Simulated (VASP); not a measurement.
Crystal: Al.

```
CELL_PARAMETERS angstrom
2.80810 0.00000 0.00000
-1.40405 2.43189 0.00000
0.00000 0.00000 9.12434
ATOMIC_POSITIONS crystal
Al 0.66667 0.33333 0.75000
Al 0.00000 0.00000 0.50000
Al 0.33333 0.66667 0.25000
Al 0.00000 0.00000 0.00000
```

Base run:

| Property | Result |
| --- | --- |
| Program | VASP 6.6.1 |
| Functional | r2SCAN |
| Potentials or basis | VASP PAW PBE potentials, release 64 (Al) |
| Cutoff | 520 eV |
| k mesh | 11 × 11 × 3 |
| Occupations | fermi-dirac, width 0.05 eV |
| Spin | no spin polarisation |

Its results: band gap on the k mesh zero (band 6 reaches 12.92 eV, above the bottom of band 7 at 6.65 eV); pressure 2.1 GPa.

Question: The run is repeated on the same cell with these changes: functional from r2SCAN to PBEsol; further incar settings from ALGO = Normal; EDIFF = 1e-06; NBANDS = 14 to ALGO = Normal; EDIFF = 1e-07; NBANDS = 14. What comes out?

Answer: Band gap on the k mesh zero (band 6 reaches 12.61 eV, above the bottom of band 7 at 6.62 eV); pressure 3.9 GPa.

Caveats: the PAW data sets were made with another functional, which shifts forces and pressure a little.
